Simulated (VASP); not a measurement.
Runs of VASP 6.6.1 on Sn. The structure is that of space group Im-3m (No. 229), or close to it. The cells are those of the table. 

```csv
cell,gap on the mesh (eV),pressure (GPa)
"a = 3.364 Å, angles 109.1, 109.1, 110.3°, 1 atom",none,(a)
"a = 3.233 Å, angles 110.7, 110.7, 107.0°, 1 atom",none,0.4
"a = 3.183 Å, angles 109.5°, 1 atom",none,3.3
"a = 3.380 Å, angles 109.5°, 1 atom",none,-5.2
"a = 3.249 Å, angles 109.9, 109.9, 108.7°, 1 atom",none,-0.4
"a = 3.216 Å, angles 109.1, 109.1, 110.3°, 1 atom",none,1.3
"a = 3.232 Å, angles 109.5°, 1 atom",none,0.4
"a = 3.265 Å, angles 109.1, 109.1, 110.3°, 1 atom",none,(b)
```

Alike in all rows: task single point; level PBEsol; potentials or basis VASP PAW PBE potentials, release 64 (Sn_d); no spin polarisation; k mesh 18 × 18 × 18; cutoff (eV) 520; smearing gaussian 0.15 eV.

Problem. Estimate the missing entries.

Solution. (a) -4.8; (b) -1.2.

Caveats: the PAW data sets were made with another functional, which shifts forces and pressure a little; spin-orbit coupling is left out, which moves the levels of the heavy elements.

A k mesh can miss the band edges, and the runs leave out spin-orbit coupling on Sn.

A gap of «none» marks levels without a gap at the run's occupations.
